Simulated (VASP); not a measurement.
**GaP (zincblende type): single point with PBE**

GaP (zincblende type):

```xyz
4
Lattice="-2.7530 2.7530 0.0000 0.0000 0.0000 5.5060 2.7530 2.7530 0.0000" Properties=species:S:1:pos:R:3 pbc="T T T"
Ga    0.0000    0.0000    0.0000
Ga    0.0000    2.7530    2.7530
P     1.3765    1.3765    1.3765
P    -1.3765    1.3765    4.1295
```

| Property | Result |
| --- | --- |
| Program | VASP 6.6.1 |
| Task | single point |
| Functional | PBE |
| Potentials or basis | VASP PAW PBE potentials, release 64 (Ga_d, P) |
| Cutoff | 520 eV |
| k mesh | 8 × 6 × 8 |
| Occupations | fermi-dirac, width 0.02 eV |
| Spin | no spin polarisation |

```json
{
 "Pressure": "-0.1 GPa",
 "Band gap on the k mesh": "1.58 eV"
}
```

Levels at points of the mesh, in eV from the valence-band top:
```tsv
k point	band 16	band 17	band 18	band 19	band 20	band 21
(0.00, 0.00, 0.00)	0.00	0.00	0.00	1.58	1.72	1.85
(0.50, 0.00, 0.00)	-3.26	-1.15	-1.15	3.11	3.11	5.63
(0.00, 0.50, 0.00)	-1.61	-1.61	-1.61	2.21	2.21	3.65
(0.50, 0.50, 0.00)	-1.07	-1.07	-1.07	1.58	1.58	4.73
(0.50, 0.00, 0.50)	-2.58	-2.58	-2.58	1.72	1.72	1.85
(0.50, 0.50, 0.50)	-3.43	-3.27	-3.27	4.70	4.70	4.73
```

It took 2.1 min on 1 thread of Intel(R) Xeon(R) Platinum 8259CL CPU @ 2.50GHz (Skylake/Cascade Lake), on a shared host, peak memory 0.25 GiB.

A k mesh can miss the band edges.
